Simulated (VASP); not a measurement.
# Si7O16 (a cell with a defect) in VASP: single point with PBEsol

Aim: the single point of Si7O16 (a cell with a defect) with PBEsol.

Everything below comes from runs of VASP 6.6.1. Logs are shortened: lines on timing, memory, paths and dates and some standing lists are left out, and cuts for length are marked.

### 1 The cell of the first run

The cell holds a defect, 23 atoms: a = 5.872 Å, b = 5.872 Å, c = 5.318 Å, α = 90.00°, β = 90.00°, γ = 90.00°.

### 2 Single point, PBEsol

INCAR

```
ALGO     = Normal         # electronic algorithm
EDIFF    = 1E-6           # SCF threshold, eV
ENCUT    = 520            # plane-wave cutoff, eV
GGA      = PS             # functional
ISIF     = 2              # what is computed and relaxed
ISMEAR   = 0              # smearing method
LASPH    = True           # aspherical terms in the spheres
LCHARG   = False          # write CHGCAR
LREAL    = Auto         
LWAVE    = False          # write WAVECAR
NBANDS   = 79             # bands
NELM     = 80             # most SCF steps
PREC     = Accurate       # precision mode
SIGMA    = 0.05           # smearing width, eV
```

KPOINTS

```
k-points
0
Gamma
  2 2 2
```

POSCAR

```
Si7O16
1.0
   -4.1520000000     -4.1520000000      0.0000000000
    4.1520000000     -4.1520000000      0.0000000000
    0.0000000000      0.0000000000      5.3180000000
Si O
7 16
Direct
    0.4993999277      0.4998344171     -0.0068990222
   -0.0006005539      0.5066850915      0.2456423467
    0.4993971580      0.4524629094      0.4985992854
   -0.0006017582      0.5070087909      0.7473482512
   -0.0006112717      0.0086888247     -0.0006274915
    0.4994034200     -0.1171635356      0.4783136517
   -0.0005971821      0.0136588391      0.5012410681
    0.1954667630      0.5157902216     -0.0040141030
   -0.0006005539      0.2086761802      0.2432971042
    0.8033321291      0.5157907033     -0.0040131628
   -0.0006004335      0.8091572736      0.2535189921
    0.1935174615      0.4989704961      0.4960507710
   -0.0006019990      0.2080386561      0.7561566378
    0.8052796243      0.4989718208      0.4960500188
   -0.0006015173      0.8105521435      0.7465210605
    0.7109458092      0.0041958092      0.0134277924
    0.4993947495      0.6915438343      0.2550579165
    0.2878374277      0.0042011079      0.0133916886
    0.4994000482      0.3055565992      0.2313303874
    0.7193156310      0.0307313343      0.4993569011
    0.4994000482      0.6945541908      0.7163392253
    0.2794855491      0.0307300096      0.4993420459
    0.4994002890      0.3034730250      0.7627711546
```

Potentials or basis: VASP PAW PBE potentials, release 64 (Si, O).

On the command line:

```sh
$ cat potpaw_PBE.64/Si/POTCAR potpaw_PBE.64/O/POTCAR > POTCAR
$ mpirun -np 1 vasp_std > vasp.out
```

OUTCAR:

```text
EDIFF = 1E-6
   ENCUT = 520
   GGA = PS
   ISIF = 2
   ISMEAR = 0
   LASPH = True
   LREAL = Auto
   NELM = 80
   PREC = Accurate

 ion  position               nearest neighbor table
   1  0.499  0.500  0.993-  23 1.68  19 1.70  10 1.79   8 1.79  17 1.79  21 1.86   3 2.64   3 2.70

   2  0.999  0.507  0.246-   9 1.75  12 1.75  14 1.75  10 1.76   8 1.76  11 1.78   4 2.65   4 2.67

   3  0.499  0.452  0.499-  23 1.65  19 1.66  12 1.82  14 1.82  21 1.83  17 1.91   6 2.53   1 2.64
                             1 2.70
   4  0.999  0.507  0.747-  10 1.75   8 1.75  13 1.76  12 1.76  14 1.76  15 1.78   2 2.65   2 2.67

   5  0.999  0.009  0.999-  16 1.70  18 1.70  13 1.74   9 1.75  15 1.78  11 1.79   7 2.65   7 2.67

   6  0.499  0.883  0.478-  20 1.56  22 1.56  17 1.63  21 1.68   3 2.53   7 3.04   7 3.04
   7  0.999  0.014  0.501-  22 1.65  20 1.65  15 1.77  13 1.77  11 1.78   9 1.79   5 2.65   5 2.67
                             6 3.04   6 3.04
   8  0.195  0.516  0.996-   4 1.75   2 1.76   1 1.79
   9  0.999  0.209  0.243-   5 1.75   2 1.75   7 1.79
  10  0.803  0.516  0.996-   4 1.75   2 1.76   1 1.79
  11  0.999  0.809  0.254-   2 1.78   7 1.78   5 1.79
  12  0.194  0.499  0.496-   2 1.75   4 1.76   3 1.82
  13  0.999  0.208  0.756-   5 1.74   4 1.76   7 1.77
  14  0.805  0.499  0.496-   2 1.75   4 1.76   3 1.82
  15  0.999  0.811  0.747-   7 1.77   5 1.78   4 1.78
  16  0.711  0.004  0.013-   5 1.70
  17  0.499  0.692  0.255-   6 1.63   1 1.79   3 1.91
  18  0.288  0.004  0.013-   5 1.70
  19  0.499  0.306  0.231-   3 1.66   1 1.70
  20  0.719  0.031  0.499-   6 1.56   7 1.65
  21  0.499  0.695  0.716-   6 1.68   3 1.83   1 1.86
  22  0.279  0.031  0.499-   6 1.56   7 1.65
  23  0.499  0.303  0.763-   3 1.65   1 1.68

  LATTYP: Found a simple tetragonal cell.
 ALAT       =     5.8718147110
 C/A-ratio  =     0.9056825295

  Lattice vectors:

 A1 = (  -4.1520000000,  -4.1520000000,   0.0000000000)
 A2 = (   4.1520000000,  -4.1520000000,   0.0000000000)
 A3 = (   0.0000000000,   0.0000000000,   5.3180000000)

Analysis of symmetry for initial positions (statically):
=====================================================================
 Subroutine PRICEL returns:
 Original cell was already a primitive cell.

 Routine SETGRP: Setting up the symmetry group for a
 simple tetragonal supercell.

 Subroutine GETGRP returns: Found  1 space group operations
 (whereof  1 operations were pure point group operations)
 out of a pool of 16 trial point group operations.

The static configuration has the point symmetry C_1 .

Analysis of symmetry for dynamics (positions and initial velocities):
=====================================================================
 Subroutine PRICEL returns:
 Original cell was already a primitive cell.

 Routine SETGRP: Setting up the symmetry group for a
 simple tetragonal supercell.

 Subroutine GETGRP returns: Found  1 space group operations
 (whereof  1 operations were pure point group operations)
 out of a pool of 16 trial point group operations.

The dynamic configuration has the point symmetry C_1 .

 Subroutine INISYM returns: Found  1 space group operations
 (whereof  1 operations are pure point group operations),
 and found     1 'primitive' translations

----------------------------------------------------------------------------------------

                                     Primitive cell

  volume of cell :     183.3551

  direct lattice vectors                    reciprocal lattice vectors
    -4.152000000 -4.152000000  0.000000000    -0.120423892 -0.120423892  0.000000000
     4.152000000 -4.152000000  0.000000000     0.120423892 -0.120423892  0.000000000
     0.000000000  0.000000000  5.318000000     0.000000000  0.000000000  0.188040617

  length of vectors
     5.871814711  5.871814711  5.318000000     0.170305101  0.170305101  0.188040617

  position of ions in fractional coordinates (direct lattice)
     0.499399928  0.499834417  0.993100978
     0.999399446  0.506685092  0.245642347
     0.499397158  0.452462909  0.498599285
     0.999398242  0.507008791  0.747348251
     0.999388728  0.008688825  0.999372509
     0.499403420  0.882836464  0.478313652
[... 15 lines left out ...]
     0.279485549  0.030730010  0.499342046
     0.499400289  0.303473025  0.762771155

  ion indices of the primitive-cell ions
   primitive index   ion index
                 1           1
                 2           2
                 3           3
                 4           4
                 5           5
                 6           6
[... 15 lines left out ...]
                22          22
                23          23

----------------------------------------------------------------------------------------

 KPOINTS: k-points

Automatic generation of k-mesh.
 Grid dimensions read from file:
 generate k-points for:    2    2    2

 Generating k-lattice:

  Cartesian coordinates                     Fractional coordinates (reciprocal lattice)
    -0.060211946 -0.060211946  0.000000000     0.500000000  0.000000000  0.000000000
     0.060211946 -0.060211946  0.000000000     0.000000000  0.500000000  0.000000000
     0.000000000  0.000000000  0.094020308     0.000000000  0.000000000  0.500000000

  Length of vectors
     0.085152551  0.085152551  0.094020308

  Shift w.r.t. Gamma in fractional coordinates (k-lattice)
     0.000000000  0.000000000  0.000000000

 Subroutine IBZKPT returns following result:
 ===========================================

 Found      8 irreducible k-points:

 Following reciprocal coordinates:
            Coordinates               Weight
  0.000000  0.000000  0.000000      1.000000
  0.500000  0.000000  0.000000      1.000000
  0.000000  0.500000  0.000000      1.000000
  0.500000  0.500000  0.000000      1.000000
  0.000000  0.000000  0.500000      1.000000
  0.500000  0.000000  0.500000      1.000000
  0.000000  0.500000  0.500000      1.000000
  0.500000  0.500000  0.500000      1.000000
   k-points           NKPTS =      8   k-points in BZ     NKDIM =      8   number of bands    NBANDS=     79
   number of dos      NEDOS =    301   number of ions     NIONS =     23
   total plane-waves  NPLWV =  92160
   dimension x,y,z NGX =    48 NGY =   48 NGZ =   40
   dimension x,y,z NGXF=    96 NGYF=   96 NGZF=   80
   ions per type =               7  16
   NGX,Y,Z   is equivalent  to a cutoff of  13.59, 13.59, 12.50 a.u.
   NGXF,Y,Z  is equivalent  to a cutoff of  27.18, 27.18, 25.01 a.u.
 SYSTEM =  unknown system
   PREC   = accura    normal or accurate (medium, high low for compatibility)
   ISTART =      0    job   : 0-new  1-cont  2-samecut
   ICHARG =      2    charge: 1-file 2-atom 10-const
   ISPIN  =      1    spin polarized calculation?
   LNONCOLLINEAR =      F non collinear calculations
   LSORBIT =      F    spin-orbit coupling
   LASPH  =      T    aspherical Exc in radial PAW
   ENCUT  =  520.0 eV  38.22 Ry    6.18 a.u.  10.92 10.92  9.89*2*pi/ulx,y,z
   NELM   =     80;   NELMIN=  2; NELMDL= -5     # of ELM steps
   EDIFF  = 0.1E-05   stopping-criterion for ELM
   LREAL  =      T    real-space projection
   EDIFFG = 0.1E-04   stopping-criterion for IOM
   NSW    =      0    number of steps for IOM
   IBRION =     -1    ionic relax: 0-MD 1-quasi-New 2-CG
   NFREE  =      0    steps in history (QN), initial steepest desc. (CG)
   ISIF   =      2    stress and relaxation
   ISYM   =      2    0-nonsym 1-usesym 2-fastsym
   POTIM  = 0.5000    time-step for ionic-motion
   TEBEG  =    0.0;   TEEND  =   0.0 temperature during run
   PSTRESS=    0.0 pullay stress
   NELECT =     124.0000    total number of electrons
   NUPDOWN=      -1.0000    fix difference up-down
   EMIN   =  10.00;   EMAX   =-10.00  energy-range for DOS
   EFERMI =   0.00;   METHOD = LEGACY
   ISMEAR =     0;   SIGMA  =   0.05  broadening in eV -4-tet -1-fermi 0-gaus
   EFERMI_NEDOS =   21; number of points for ismear=-14 and -15
   IALGO  =     38    algorithm
   IMIX   =      4    mixing-type and parameters
     AMIX     =   0.40;   BMIX     =  1.00
     AMIX_MAG =   1.60;   BMIX_MAG =  1.00
  volume/ion in A,a.u.               =       7.97        53.80
  Fermi-wavevector in a.u.,A,eV,Ry     =   1.436981  2.715501 28.094869  2.064915
  Thomas-Fermi vector in A             =   2.556109
   LORBIT       =      0    0 simple, 1 ext, 2 COOP (PROOUT), +10 PAW based schemes
   GGA     = PS    functional components
   LHFCALC =     F    Hartree Fock is set to
   AEXX    =    0.0000 exact exchange contribution
   IVDW    =     0    specifies the selected vdW correction
   LEPSILON=     F    determine dielectric tensor
   LRPA    =     F    only Hartree local field effects (RPA)
 non-spin polarized calculation
 Gauss-broadening in eV      SIGMA  =   0.05
  energy-cutoff  :      520.00
  volume of cell :      183.36
 maximum number of plane-waves:      4960
 NGX is ok and might be reduce to    48
   NGX = 21   NGY = 21   NGZ = 19

 number of electron     123.9999981 magnetization

 Free energy of the ion-electron system (eV)
  ---------------------------------------------------
  ext. energy  EPLUGINS =         0.00000000
  ---------------------------------------------------
  free energy    TOTEN  =      -171.74654730 eV

  energy without entropy =     -171.72041835  energy(sigma->0) =     -171.73348283

 E-fermi :   6.5679     XC(G=0): -12.3102

 val. band max:        6.5634385030   @ k =   0.0000   0.0000   0.5000
 cond. band min:       6.5679768404   @ k =   0.5000   0.5000   0.5000
 fundamental gap:      0.0045383375
 Fermi energy:         6.5679278400

 k-point     1 :       0.0000    0.0000    0.0000
  band No.  band energies     occupation
      1     -15.6082      2.00000
      2     -13.9763      2.00000
      3     -13.3472      2.00000
      4     -12.9709      2.00000
      5     -12.8625      2.00000
      6     -12.4585      2.00000
[... 66 lines left out ...]
     73      16.5325      0.00000
     74      16.6185      0.00000

 k-point     2 :       0.5000    0.0000    0.0000
  band No.  band energies     occupation
      1     -15.2569      2.00000
      2     -14.6042      2.00000
      3     -13.3469      2.00000
      4     -12.9025      2.00000
      5     -12.8100      2.00000
      6     -12.5156      2.00000
[... 66 lines left out ...]
     73      16.4457      0.00000
     74      16.5488      0.00000

 k-point     3 :       0.0000    0.5000    0.0000
  band No.  band energies     occupation
      1     -15.2210      2.00000
      2     -14.6547      2.00000
      3     -13.4557      2.00000
      4     -12.9708      2.00000
      5     -12.6914      2.00000
      6     -12.3892      2.00000
[... 374 lines left out ...]
     73      17.0402      0.00000
     74      17.3610      0.00000

 k-point     8 :       0.5000    0.5000    0.5000
  band No.  band energies     occupation
      1     -14.0478      2.00000
      2     -14.0308      2.00000
      3     -13.9811      2.00000
      4     -13.9132      2.00000
      5     -13.6755      2.00000
      6     -13.4167      2.00000
[... 66 lines left out ...]
     73      17.0466      0.00000
     74      17.3393      0.00000
 [bands above 74 left out]

------------------------ aborting loop because EDIFF is reached ----------------------------------------

  FORCE on cell =-STRESS in cart. coord.  units (eV):
  Direction    XX          YY          ZZ          XY          YZ          ZX
  --------------------------------------------------------------------------------------
  -------------------------------------------------------------------------------------
  Total       23.9554395     23.9567752     13.0513031      1.2779957     -0.9037706      0.9034431
  in kB      209.3252930    209.3369644    114.0437366     11.1672682     -7.8972476      7.8943858
  external PRESSURE =     177.5686647 kB  Pullay stress =       0.0000000 kB

 VOLUME and BASIS-vectors are now :
 -----------------------------------------------------------------------------
  energy-cutoff  :      520.00
  volume of cell :      183.36
      direct lattice vectors                 reciprocal lattice vectors
    -4.152000000 -4.152000000  0.000000000    -0.120423892 -0.120423892  0.000000000
     4.152000000 -4.152000000  0.000000000     0.120423892 -0.120423892  0.000000000
     0.000000000  0.000000000  5.318000000     0.000000000  0.000000000  0.188040617

 POSITION                                       TOTAL-FORCE (eV/Angst)
 -----------------------------------------------------------------------------------
      0.00180     -4.14882      5.28131         0.077804     -0.079895      0.075511
     -2.04575     -6.25326      1.30633         0.013231     -0.012056      0.000971
     -0.19487     -3.95212      2.65155        -0.060623      0.061052     -0.045017
     -2.04440     -6.25460      3.97440         0.010778     -0.010184      0.016814
     -4.11339     -4.18554      5.31466         0.014822     -0.015741     -0.025050
      1.59201     -5.73906      2.54367        -0.140310      0.140531      0.561164
[... 15 lines left out ...]
     -1.03283     -1.28801      2.65550         0.058329     -0.013218     -0.090856
     -0.81349     -3.33353      4.05642        -0.073286      0.073983      0.034758
 -----------------------------------------------------------------------------------
    total drift:                               -0.009779      0.011956     -0.008221

  FREE ENERGIE OF THE ION-ELECTRON SYSTEM (eV)
  ---------------------------------------------------
  free  energy   TOTEN  =      -171.7465473009 eV

  energy  without entropy=     -171.7204183523  energy(sigma->0) =     -171.73348283
```

Wall time 2.7 min (1 thread of AMD EPYC 9R45 (Zen 5), shared host); peak memory 0.28 GiB.

Results:

- Free energy: -171.7465 eV
- Pressure: 17.8 GPa
- Largest force: 0.595 eV/Å
- Band gap on the k mesh: zero (bands 62 and 63 overlap by 0.08 eV)

Forces in eV/Å, atoms in the order of the input:
```
Si   0.078 -0.080  0.076
Si   0.013 -0.012  0.001
Si  -0.061  0.061 -0.045
Si   0.011 -0.010  0.017
Si   0.015 -0.016 -0.025
Si  -0.140  0.141  0.561
Si   0.035 -0.035 -0.060
O   -0.001 -0.037 -0.011
O    0.025 -0.024 -0.026
O    0.039  0.001 -0.010
O    0.001  0.001 -0.021
O   -0.025 -0.036  0.004
O    0.020 -0.018 -0.029
O    0.036  0.027  0.002
O   -0.012  0.012 -0.044
O    0.092  0.059 -0.180
O    0.031 -0.032  0.041
O   -0.060 -0.092 -0.180
O   -0.065  0.063 -0.043
O    0.012 -0.061 -0.091
O   -0.028  0.028  0.120
O    0.058 -0.013 -0.091
O   -0.073  0.074  0.035
```

Stress tensor (GPa, compression positive):
```
20.93  1.12  0.79
 1.12 20.93 -0.79
 0.79 -0.79 11.40
```

Caveat: the k points lie up to 0.59 Å⁻¹ apart; the PAW data sets were made with another functional, which shifts forces and pressure a little.
